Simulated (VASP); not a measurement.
# Ti (P6_3/mmc) in VASP: notebook

The runs below take Ti through single point, with BLYP+D4, PBEsol+D3(BJ).

All numbers are computed with VASP 6.6.1; they aren't measurements. Logs are shortened: lines on timing, memory, paths and dates and some standing lists are left out, and cuts for length are marked.

### 1 The cell of the first run

The structure is hexagonal, space group P6_3/mmc (No. 194). The conventional cell has a = 2.933 Å, b = 2.933 Å, c = 4.623 Å, α = 90.00°, β = 90.00°, γ = 120.00°. Ti (site symmetry -6m2) has 12 Ti at 2.87 to 2.93 Å within 3.8 Å.

### 2 Single point, BLYP+D4

File INCAR:

```
SYSTEM = Ti
PREC     = Accurate       ! precision mode
ENCUT    = 520            ! plane-wave cutoff, eV
EDIFF    = 1E-6           ! SCF threshold, eV
ISMEAR   = -1             ! smearing method
SIGMA    = 0.05           ! smearing width, eV
LREAL    = .False.        ! projectors in reciprocal space
LASPH    = .True.         ! aspherical terms in the spheres
NELM     = 100            ! most SCF steps
ALGO     = Normal         ! electronic algorithm
ISIF     = 2              ! what is computed and relaxed
LWAVE    = .False.        ! write WAVECAR
LCHARG   = .False.        ! write CHGCAR
GGA      = B5             ! functional
ALDAX    = 1.0          
AGGAX    = 1.0          
AGGAC    = 1.0          
ALDAC    = 0.0          
IVDW     = 13             ! dispersion correction
VDW_S6   = 1.0          
VDW_S8   = 2.34076671   
VDW_A1   = 0.44488865   
VDW_A2   = 4.0933009    
NBANDS   = 19             ! bands
```

File KPOINTS:

```
Automatic mesh
0
Gamma
  10 10 6
  0 0 0
```

File POSCAR:

```
Ti
1.0
    2.9330620000      0.0000000000      0.0000000000
   -1.4665310000      2.5401062029      0.0000000000
    0.0000000000      0.0000000000      4.6231166510
Ti
2
Direct
    0.6666666667      0.3333333333      0.7500000000
    0.3333333333      0.6666666667      0.2500000000
```

Potentials or basis: VASP PAW PBE potentials, release 64 (Ti_sv).

Started as:

```console
$ cat potpaw_PBE.64/Ti_sv/POTCAR > POTCAR
$ mpirun -np 1 vasp_std > vasp.out
```

OUTCAR:

```text
SYSTEM = Ti
   PREC = Accurate
   ENCUT = 520
   EDIFF = 1E-6
   ISMEAR = -1
   LREAL = .False.
   LASPH = .True.
   NELM = 100
   ISIF = 2
   GGA = B5
   IVDW = 13

 ion  position               nearest neighbor table
   1  0.667  0.333  0.750-   2 2.87   2 2.87   2 2.87   2 2.87   2 2.87   2 2.87
   2  0.333  0.667  0.250-   1 2.87   1 2.87   1 2.87   1 2.87   1 2.87   1 2.87

  LATTYP: Found a hexagonal cell.
 ALAT       =     2.9330620000
 C/A-ratio  =     1.5762082939

  Lattice vectors:

 A1 = (   2.9330620000,   0.0000000000,   0.0000000000)
 A2 = (  -1.4665310000,   2.5401062029,   0.0000000000)
 A3 = (   0.0000000000,   0.0000000000,   4.6231166510)

Analysis of symmetry for initial positions (statically):
=====================================================================
 Subroutine PRICEL returns:
 Original cell was already a primitive cell.

 Routine SETGRP: Setting up the symmetry group for a
 hexagonal supercell.

 Subroutine GETGRP returns: Found 24 space group operations
 (whereof 12 operations were pure point group operations)
 out of a pool of 24 trial point group operations.

The static configuration has the point symmetry D_3d.
 The point group associated with its full space group is D_6h.

Analysis of symmetry for dynamics (positions and initial velocities):
=====================================================================
 Subroutine PRICEL returns:
 Original cell was already a primitive cell.

 Routine SETGRP: Setting up the symmetry group for a
 hexagonal supercell.

 Subroutine GETGRP returns: Found 24 space group operations
 (whereof 12 operations were pure point group operations)
 out of a pool of 24 trial point group operations.

The dynamic configuration has the point symmetry D_3d.
 The point group associated with its full space group is D_6h.

 Subroutine INISYM returns: Found 24 space group operations
 (whereof 12 operations are pure point group operations),
 and found     1 'primitive' translations

----------------------------------------------------------------------------------------

                                     Primitive cell

  volume of cell :      34.4436

  direct lattice vectors                    reciprocal lattice vectors
     2.933062000  0.000000000  0.000000000     0.340940628  0.196842163  0.000000000
    -1.466531000  2.540106203  0.000000000     0.000000000  0.393684327  0.000000000
     0.000000000  0.000000000  4.623116651     0.000000000  0.000000000  0.216304298

  length of vectors
     2.933062000  2.933062000  4.623116651     0.393684327  0.393684327  0.216304298

  position of ions in fractional coordinates (direct lattice)
     0.666666667  0.333333333  0.750000000
     0.333333333  0.666666667  0.250000000

  ion indices of the primitive-cell ions
   primitive index   ion index
                 1           1
                 2           2

----------------------------------------------------------------------------------------

 KPOINTS: Automatic mesh

Automatic generation of k-mesh.
 Grid dimensions read from file:
 generate k-points for:   10   10    6

 Generating k-lattice:

  Cartesian coordinates                     Fractional coordinates (reciprocal lattice)
     0.034094063  0.019684216  0.000000000     0.100000000  0.000000000  0.000000000
     0.000000000  0.039368433  0.000000000     0.000000000  0.100000000  0.000000000
     0.000000000  0.000000000  0.036050716     0.000000000  0.000000000  0.166666667

  Length of vectors
     0.039368433  0.039368433  0.036050716

  Shift w.r.t. Gamma in fractional coordinates (k-lattice)
     0.000000000  0.000000000  0.000000000

 Subroutine IBZKPT returns following result:
 ===========================================

 Found     56 irreducible k-points:

 Following reciprocal coordinates:
            Coordinates               Weight
  0.000000  0.000000  0.000000      1.000000
  0.100000  0.000000  0.000000      6.000000
  0.200000  0.000000  0.000000      6.000000
  0.300000  0.000000  0.000000      6.000000
  0.400000  0.000000  0.000000      6.000000
  0.500000  0.000000  0.000000      3.000000
[... 16 lines left out ...]
  0.300000  0.100000  0.166667     24.000000
  0.400000  0.100000  0.166667     24.000000
 [... further k-points ...]
   k-points           NKPTS =     56   k-points in BZ     NKDIM =     56   number of bands    NBANDS=     19
   number of dos      NEDOS =    301   number of ions     NIONS =      2
   total plane-waves  NPLWV =  20736
   dimension x,y,z NGX =    24 NGY =   24 NGZ =   36
   dimension x,y,z NGXF=    48 NGYF=   48 NGZF=   72
   ions per type =               2
   NGX,Y,Z   is equivalent  to a cutoff of  13.60, 13.60, 12.95 a.u.
   NGXF,Y,Z  is equivalent  to a cutoff of  27.21, 27.21, 25.89 a.u.
 SYSTEM =  Ti
   PREC   = accura    normal or accurate (medium, high low for compatibility)
   ISTART =      0    job   : 0-new  1-cont  2-samecut
   ICHARG =      2    charge: 1-file 2-atom 10-const
   ISPIN  =      1    spin polarized calculation?
   LNONCOLLINEAR =      F non collinear calculations
   LSORBIT =      F    spin-orbit coupling
   LASPH  =      T    aspherical Exc in radial PAW
   ENCUT  =  520.0 eV  38.22 Ry    6.18 a.u.   5.45  5.45  8.60*2*pi/ulx,y,z
   NELM   =    100;   NELMIN=  2; NELMDL= -5     # of ELM steps
   EDIFF  = 0.1E-05   stopping-criterion for ELM
   LREAL  =      F    real-space projection
   EDIFFG = 0.1E-04   stopping-criterion for IOM
   NSW    =      0    number of steps for IOM
   IBRION =     -1    ionic relax: 0-MD 1-quasi-New 2-CG
   NFREE  =      0    steps in history (QN), initial steepest desc. (CG)
   ISIF   =      2    stress and relaxation
   ISYM   =      2    0-nonsym 1-usesym 2-fastsym
   POTIM  = 0.5000    time-step for ionic-motion
   TEBEG  =    0.0;   TEEND  =   0.0 temperature during run
   PSTRESS=    0.0 pullay stress
   NELECT =      24.0000    total number of electrons
   NUPDOWN=      -1.0000    fix difference up-down
   EMIN   =  10.00;   EMAX   =-10.00  energy-range for DOS
   EFERMI =   0.00;   METHOD = LEGACY
   ISMEAR =    -1;   SIGMA  =   0.05  broadening in eV -4-tet -1-fermi 0-gaus
   EFERMI_NEDOS =   21; number of points for ismear=-14 and -15
   IALGO  =     38    algorithm
   IMIX   =      4    mixing-type and parameters
     AMIX     =   0.40;   BMIX     =  1.00
     AMIX_MAG =   1.60;   BMIX_MAG =  1.00
  volume/ion in A,a.u.               =      17.22       116.22
  Fermi-wavevector in a.u.,A,eV,Ry     =   1.451363  2.742678 28.660038  2.106453
  Thomas-Fermi vector in A             =   2.568868
   LORBIT       =      0    0 simple, 1 ext, 2 COOP (PROOUT), +10 PAW based schemes
   GGA     = B5    functional components
   LHFCALC =     F    Hartree Fock is set to
   AEXX    =    0.0000 exact exchange contribution
   IVDW    =    13    specifies the selected vdW correction
   LEPSILON=     F    determine dielectric tensor
   LRPA    =     F    only Hartree local field effects (RPA)
 non-spin polarized calculation
  energy-cutoff  :      520.00
  volume of cell :       34.44
 maximum number of plane-waves:       954
 NGX is ok and might be reduce to    24
   NGX = 11   NGY = 11   NGZ = 17

 number of electron      24.0000001 magnetization

 Free energy of the ion-electron system (eV)
  ---------------------------------------------------
  ext. energy  EPLUGINS =         0.00000000
  ---------------------------------------------------
  free energy    TOTEN  =       -13.53473586 eV

  energy without entropy =      -13.51531478  energy(sigma->0) =      -13.52502532

 E-fermi :   8.8709     XC(G=0): -10.9999

 val. band max:        8.8678272333   @ k =   0.3000   0.2000   0.5000
 cond. band min:       8.8974475660   @ k =   0.3000   0.2000   0.3333
 fundamental gap:      0.0296203328
 Fermi energy:         8.8709293146

 k-point     1 :       0.0000    0.0000    0.0000
  band No.  band energies     occupation
      1     -47.7457      2.00000
      2     -47.5983      2.00000
      3     -24.5182      2.00000
      4     -23.8531      2.00000
      5     -23.8531      2.00000
      6     -23.7794      2.00000
[... 11 lines left out ...]
     18      10.4260      0.00000
     19      11.9776      0.00000

 k-point     2 :       0.1000    0.0000    0.0000
  band No.  band energies     occupation
      1     -47.7354      2.00000
      2     -47.5944      2.00000
      3     -24.4957      2.00000
      4     -23.8983      2.00000
      5     -23.8683      2.00000
      6     -23.7935      2.00000
[... 11 lines left out ...]
     18      10.2938      0.00000
     19      12.0570      0.00000

 k-point     3 :       0.2000    0.0000    0.0000
  band No.  band energies     occupation
      1     -47.7078      2.00000
      2     -47.5852      2.00000
      3     -24.4327      2.00000
      4     -24.0177      2.00000
      5     -23.9130      2.00000
      6     -23.9065      2.00000
[... 11 lines left out ...]
     18      10.7497      0.00000
     19      12.2055      0.00000

 k-point     4 :       0.3000    0.0000    0.0000
  band No.  band energies     occupation
      1     -47.6711      2.00000
      2     -47.5760      2.00000
      3     -24.3427      2.00000
      4     -24.1670      2.00000
      5     -24.0543      2.00000
      6     -23.9514      2.00000
[... 407 lines left out ...]
     18      11.2855      0.00000
     19      12.1904      0.00000

 k-point    23 :       0.3000    0.1000    0.1667
  band No.  band energies     occupation
      1     -47.6434      2.00000
      2     -47.5781      2.00000
      3     -24.3299      2.00000
      4     -24.1921      2.00000
      5     -24.1203      2.00000
      6     -23.9819      2.00000
[... 11 lines left out ...]
     18      11.8625      0.00000
     19      12.3969      0.00000

 k-point    24 :       0.4000    0.1000    0.1667
  band No.  band energies     occupation
      1     -47.6187      2.00000
      2     -47.5770      2.00000
      3     -24.3581      2.00000
      4     -24.2382      2.00000
      5     -24.1312      2.00000
      6     -24.0041      2.00000
[... 11 lines left out ...]
     18      12.2327      0.00000
     19      12.9979      0.00000

 [... further k-points ...]

------------------------ aborting loop because EDIFF is reached ----------------------------------------

  DFT-D4 for vdW energy calculation

  Edisp (eV):   -0.75881

  FORCE on cell =-STRESS in cart. coord.  units (eV):
  Direction    XX          YY          ZZ          XY          YZ          ZX
  --------------------------------------------------------------------------------------
  -------------------------------------------------------------------------------------
  Total      -0.00715    -0.00715    -0.00397     0.00000    -0.00000     0.00000
  in kB      -0.33240    -0.33240    -0.18452     0.00000    -0.00000     0.00000
  external pressure =       -0.28 kB  Pullay stress =        0.00 kB

 VOLUME and BASIS-vectors are now :
 -----------------------------------------------------------------------------
  energy-cutoff  :      520.00
  volume of cell :       34.44
      direct lattice vectors                 reciprocal lattice vectors
     2.933062000  0.000000000  0.000000000     0.340940628  0.196842163  0.000000000
    -1.466531000  2.540106203  0.000000000     0.000000000  0.393684327  0.000000000
     0.000000000  0.000000000  4.623116651     0.000000000  0.000000000  0.216304298

 POSITION                                       TOTAL-FORCE (eV/Angst)
 -----------------------------------------------------------------------------------
      1.46653      0.84670      3.46734         0.000000      0.000000      0.000000
     -0.00000      1.69340      1.15578        -0.000000      0.000000      0.000000
 -----------------------------------------------------------------------------------
    total drift:                               -0.000000      0.000000     -0.000000

  FREE ENERGIE OF THE ION-ELECTRON SYSTEM (eV)
  ---------------------------------------------------
  free  energy   TOTEN  =       -14.2935439133 eV

  energy  without entropy=      -14.2741228363  energy(sigma->0) =      -14.28383337
```

Run time: 24 s. Hardware: 1 thread of Intel Xeon 6975P-C (Granite Rapids), shared host; peak memory 0.17 GiB.

What came out:

```
Free energy                : -14.2935 eV
Pressure                   : 0.0 GPa
Band gap on the k mesh     : zero (band 12 reaches 9.59 eV, above the bottom of band 13 at 8.67 eV)
Dispersion energy per atom : -0.379 eV
```

Levels at points of the mesh, in eV from the Fermi level:
| k point | band 9 | band 10 | band 11 | band 12 | band 13 | band 14 | band 15 | band 16 |
| --- | --- | --- | --- | --- | --- | --- | --- | --- |
| (0.00, 0.00, 0.00) | -6.02 | -2.66 | 0.72 | 0.72 | 0.86 | 1.06 | 1.22 | 1.22 |
| (0.50, 0.00, 0.00) | -2.29 | -2.16 | -1.83 | -0.50 | 0.42 | 0.66 | 1.18 | 3.27 |
| (0.00, 0.00, 0.50) | -4.15 | -4.15 | 0.09 | 0.09 | 0.62 | 0.62 | 0.62 | 0.62 |
| (0.50, 0.00, 0.50) | -2.50 | -2.50 | -0.83 | -0.83 | 1.47 | 1.47 | 1.68 | 1.68 |

Caveat: the PAW data sets were made with another functional, which shifts forces and pressure a little; pairwise dispersion overbinds metals, which lowers pressure and volume.

### 3 Single point, PBEsol+D3(BJ)

This run uses another cell than the first one, of 17.64 Å³/atom, 1.024 times its volume.

File INCAR:

```
SYSTEM = Ti
ALGO     = Fast           ! electronic algorithm
EDIFF    = 1E-6           ! SCF threshold, eV
ENCUT    = 520            ! plane-wave cutoff, eV
GGA      = PS             ! functional
ISIF     = 2              ! what is computed and relaxed
ISMEAR   = -1             ! smearing method
IVDW     = 12             ! dispersion correction
LASPH    = .True.         ! aspherical terms in the spheres
LCHARG   = .False.        ! write CHGCAR
LREAL    = .False.        ! projectors in reciprocal space
LWAVE    = .False.        ! write WAVECAR
NBANDS   = 19             ! bands
NELM     = 100            ! most SCF steps
PREC     = Accurate       ! precision mode
SIGMA    = 0.05           ! smearing width, eV
```

File KPOINTS:

```
k-points
0
Gamma
  10 10 6
  0 0 0
```

File POSCAR:

```
Ti
1.0
    2.9500000000      0.0000000000      0.0000000000
   -1.4750000000      2.5547749412      0.0000000000
    0.0000000000      0.0000000000      4.6800000000
Ti
2
Direct
    0.6666666667      0.3333333333      0.7500000000
    0.3333333333      0.6666666667      0.2500000000
```

Potentials or basis: VASP PAW PBE potentials, release 64 (Ti_sv).

Started as:

```console
$ cat potpaw_PBE.64/Ti_sv/POTCAR > POTCAR
$ mpirun -np 1 vasp_std > vasp.out
```

Wall time 57 s (1 thread of Intel Xeon 6975P-C (Granite Rapids), shared host); peak memory 0.17 GiB.

Results (log left out):

- Free energy: -17.8304 eV
- Pressure: -11.4 GPa
- Band gap on the k mesh: zero (band 12 reaches 8.81 eV, above the bottom of band 13 at 7.82 eV)
- Dispersion energy per atom: -0.591 eV

Stress tensor (GPa, compression positive):
```
-11.21   0.00   0.00
  0.00 -11.21   0.00
  0.00   0.00 -11.73
```

Levels at points of the mesh, in eV from the Fermi level:
```csv
k point,band 9,band 10,band 11,band 12,band 13,band 14,band 15,band 16
"(0.00, 0.00, 0.00)",-6.16,-2.65,0.74,0.78,0.78,0.88,1.26,1.26
"(0.50, 0.00, 0.00)",-2.32,-2.11,-1.80,-0.62,0.49,0.61,1.16,3.31
"(0.00, 0.00, 0.50)",-4.33,-4.33,0.09,0.09,0.68,0.68,0.68,0.68
"(0.50, 0.00, 0.50)",-2.50,-2.50,-0.79,-0.79,1.31,1.31,1.71,1.71
```

Caveat: the PAW data sets were made with another functional, which shifts forces and pressure a little; pairwise dispersion overbinds metals, which lowers pressure and volume.
